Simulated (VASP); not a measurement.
A run of VASP 6.6.1:

INCAR

```
ALGO     = Normal         # electronic algorithm
EDIFF    = 1E-7           # SCF threshold, eV
EDIFFG   = -0.01          # ionic threshold
ENCUT    = 600            # plane-wave cutoff, eV
GGA      = PE             # functional
IBRION   = 2              # ionic algorithm
ISIF     = 3              # what is computed and relaxed
ISMEAR   = 0              # smearing method
LASPH    = True           # aspherical terms in the spheres
LCHARG   = False          # write CHGCAR
LREAL    = False          # projectors in reciprocal space
LWAVE    = False          # write WAVECAR
NELM     = 100            # most SCF steps
NSW      = 100            # ionic steps
PREC     = Accurate       # precision mode
SIGMA    = 0.1            # smearing width, eV
```

Contents of KPOINTS:

```
k-points
0
Gamma
  10 10 10
```

File POSCAR:

```
Os2N
1.0
    0.0000000000      3.5676618555      3.5676618555
    3.5676618555      0.0000000000      3.5676618555
    3.5676618555      3.5676618555      0.0000000000
Os N
4 2
Direct
    0.1250000000      0.1250000000      0.1250000000
    0.6250000000      0.1250000000      0.1250000000
    0.1250000000      0.1250000000      0.6250000000
    0.1250000000      0.6250000000      0.1250000000
    0.5000000000      0.5000000000      0.5000000000
    0.7500000000      0.7500000000      0.7500000000
```

Potentials or basis: VASP PAW PBE potentials, release 64 (Os, N).

Run with:

```console
$ cat potpaw_PBE.64/Os/POTCAR potpaw_PBE.64/N/POTCAR > POTCAR
$ mpirun -np 1 vasp_std > vasp.out
```

Hardware: 1 thread of Intel(R) Xeon(R) 6975P-C (Granite Rapids) (shared host).

Q: How long does it take, and how much memory?

A: Run time: 3.6 min on 1 thread of Intel(R) Xeon(R) 6975P-C (Granite Rapids), with other jobs on the host, peak memory 0.31 GiB. Counts: scf iterations 37, k points 47, ion steps 3.
